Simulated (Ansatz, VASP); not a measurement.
## Mg4H in VASP and in Ansatz

```
Mg H
1.0
     6.42014    0.00000    0.00000
     0.00000    5.13791    0.00000
     0.00000    0.00000   21.66448
Mg H
8 2
Direct
  0.00000 0.75000 0.18463
  0.50000 0.75000 0.18463
  0.25000 0.25000 0.22741
  0.75000 0.25000 0.22741
  0.25000 0.75000 0.31732
  0.75000 0.75000 0.31732
  0.00000 0.25000 0.35378
  0.50000 0.25000 0.35378
  0.65802 0.08333 0.41886
  0.84198 0.08333 0.41886
```

Alike in both runs: task single point; functional PBE; k mesh 4 × 5 × 1; occupations gaussian, width 0.1 eV; no spin polarisation.

```csv
,VASP,Ansatz
version,VASP 6.6.1,Ansatz 0.2.0
potentials or method,"VASP PAW PBE potentials, release 64 (Mg, H), cutoff 520 eV","scalar-relativistic, plane waves, PAW"
valence electrons in the cell,18,82
```

VASP gave:

| Item | Value |
| --- | --- |
| gap on the k mesh at the Fermi level (eV) | none |
| rms of the force components (eV/Å) | 0.308 |

Question: What did Ansatz give for the same quantities?

Answer: gap on the k mesh at the Fermi level (eV): none; rms of the force components (eV/Å): 0.307.

Atom by atom the forces differ by 0.003 eV/Å (rms over components). A gap of «none» marks a metal or a gap that the smearing closes. VASP's potentials hold 18 valence electrons a cell and Ansatz's 82, so a difference there can come from the potentials and not from the codes.
